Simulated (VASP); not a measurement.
Input of a VASP 6.6.1 run:

The input INCAR:

```
ALGO = Normal
EDIFF = 1E-6
ENCUT = 520
GGA = CA
ISIF = 2
ISMEAR = -1
LASPH = T
LCHARG = F
LREAL = Auto
LWAVE = F
NBANDS = 80
NELECT = 124.0
NELM = 60
PREC = Accurate
SIGMA = 0.02
```

KPOINTS

```
k-points
0
Gamma
  2 2 2
```

File POSCAR:

```
Si6SbO16
1.0
   -4.1043000000     -4.1043000000      0.0000000000
    4.1043000000     -4.1043000000      0.0000000000
    0.0000000000      0.0000000000      5.2834000000
Si O Sb
6 16 1
Direct
    0.0000000000      0.5000000000      0.2558244536
    0.0000000000      0.5000000000      0.7441755464
    0.0000000000      0.0000000000      0.0000000000
    0.5000000000      0.0000000000      0.2539208654
    0.0000000000      0.0000000000      0.5000000000
    0.5000000000      0.0000000000      0.7460791346
    0.1797417610      0.5000000000      0.0000000000
    0.0000000000      0.1952525476      0.2504660771
    0.8202582390      0.5000000000      0.0000000000
    0.0000000000      0.8047474524      0.2504660771
    0.1902443784      0.5000000000      0.5000000000
    0.0000000000      0.1952525476      0.7495339229
    0.8097556216      0.5000000000      0.5000000000
    0.0000000000      0.8047474524      0.7495339229
    0.6973682309      0.0000000000      0.0000000000
    0.5000000000      0.7140019002      0.2734539460
    0.3026317691      0.0000000000      0.0000000000
    0.5000000000      0.2859980998      0.2734539460
    0.7006543931      0.0000000000      0.5000000000
    0.5000000000      0.7140019002      0.7265460540
    0.2993456069      0.0000000000      0.5000000000
    0.5000000000      0.2859980998      0.7265460540
    0.5000000000      0.5000000000      0.0000000000
```

Potentials or basis: VASP PAW LDA potentials, release 64 (Si, O, Sb).

Command:

```console
$ cat potpaw_LDA.64/Si/POTCAR potpaw_LDA.64/O/POTCAR potpaw_LDA.64/Sb/POTCAR > POTCAR
$ mpirun -np 1 vasp_std > vasp.out
```

Question: What does it give for the largest force?

Answer: 0.298 eV/Å.

Forces on the atoms (eV/Å):
```
Si   0.000  0.000 -0.080
Si   0.000  0.000  0.080
Si   0.000  0.000  0.000
Si   0.000  0.000  0.023
Si   0.000  0.000  0.000
Si   0.000  0.000 -0.023
O    0.211  0.211  0.000
O    0.024 -0.024 -0.002
O   -0.211 -0.211  0.000
O   -0.024  0.024 -0.002
O   -0.072 -0.072  0.000
O    0.024 -0.024  0.002
O    0.072  0.072  0.000
O   -0.024  0.024  0.002
O    0.001  0.001  0.000
O    0.070 -0.070  0.190
O   -0.001 -0.001  0.000
O   -0.070  0.070  0.190
O   -0.014 -0.014  0.000
O    0.070 -0.070 -0.190
O    0.014  0.014  0.000
O   -0.070  0.070 -0.190
Sb   0.000  0.000  0.000
```

Caveat: the k points lie up to 0.59 Å⁻¹ apart; the cell carries a net charge on a neutralising background, which shifts energy and pressure.
